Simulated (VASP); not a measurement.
Write the native input for VASP 6.6.1 that does the following.

- Task: single point
- Functional: RPBE
- Potentials or basis: VASP PAW PBE potentials, release 64 (Se)
- Cutoff: 520 eV
- k mesh: 9 × 9 × 10
- Occupations: fermi-dirac, width 0.1 eV
- Spin: no spin polarisation
- Dipole correction: no
- Further INCAR settings: ALGO = Normal; EDIFF = 1e-06; NBANDS = 16

The structure of Se lies in POSCAR:

```
Se
1.0
    4.5806177904      0.0000000000      0.0000000000
   -2.2903088952      3.9669313715      0.0000000000
    0.0000000000      0.0000000000      3.3612922453
Se
3
Direct
    1.0000000000      0.0000000000      0.0000000000
    0.3333333333      0.6666666667      0.5000000000
    0.6666666667      0.3333333333      0.5000000000
```

This isn't the form of Se at room conditions, which is trigonal, of chains.

The input as run:

INCAR

```
ALGO = Normal ; EDIFF = 1E-6
ENCUT = 520 ; GGA = RP
ISIF = 2 ; ISMEAR = -1
LASPH = T ; LCHARG = F
LREAL = F ; LWAVE = F
NBANDS = 16 ; NELM = 80
PREC = Accurate ; SIGMA = 0.1
```

KPOINTS

```
k-points
0
Gamma
  9 9 10
```

Potentials or basis: VASP PAW PBE potentials, release 64 (Se).

Launch:

```console
$ cat potpaw_PBE.64/Se/POTCAR > POTCAR
$ mpirun -np 1 vasp_std > vasp.out
```

Results of the run:

| Quantity | Value |
| --- | --- |
| Pressure | 5.9 GPa |
| Band gap on the k mesh | zero (bands 9 and 10 overlap by 3.30 eV) |

Caveat: the cell stands under pressure; the PAW data sets were made with another functional, which shifts forces and pressure a little.

Wall time 26 s on 1 thread of Intel(R) Xeon(R) 6975P-C (Granite Rapids), on a shared host, peak memory 0.21 GiB.
